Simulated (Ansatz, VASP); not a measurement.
AgCl in VASP and in Ansatz

```xyz
2
Lattice="0.0000 2.7242 2.7242 2.7242 0.0000 2.7242 2.7242 2.7242 0.0000" Properties=species:S:1:pos:R:3 pbc="T T T"
Ag    0.0000    0.0000    0.0000
Cl    2.7242    2.7242    2.7242
```

Alike in both runs: task single point; functional PBEsol; k mesh 4 × 4 × 4; occupations gaussian, width 0.02 eV; no spin polarisation.

```csv
,VASP,Ansatz
version,VASP 6.6.1,Ansatz 0.2.0
potentials or method,"VASP PAW PBE potentials, release 64 (Ag, Cl), cutoff 500 eV","scalar-relativistic, plane waves, PAW"
valence electrons in the cell,18,26
```

Ansatz gave:

- gap on the k mesh at the Fermi level (eV): 0.72
- least direct gap on the mesh (eV): 3.27
- pressure (GPa): 0.2

Task: Estimate VASP's values.

Result: gap on the k mesh at the Fermi level (eV): 0.72; least direct gap on the mesh (eV): 3.27; pressure (GPa): 0.1.

VASP's potentials were made for PBE, not for PBEsol, and Ansatz warns of the same on its side. VASP's potentials hold 18 valence electrons a cell and Ansatz's 26, so a difference there can come from the potentials and not from the codes.

The k mesh is coarse, so the values compare programs but aren't converged.
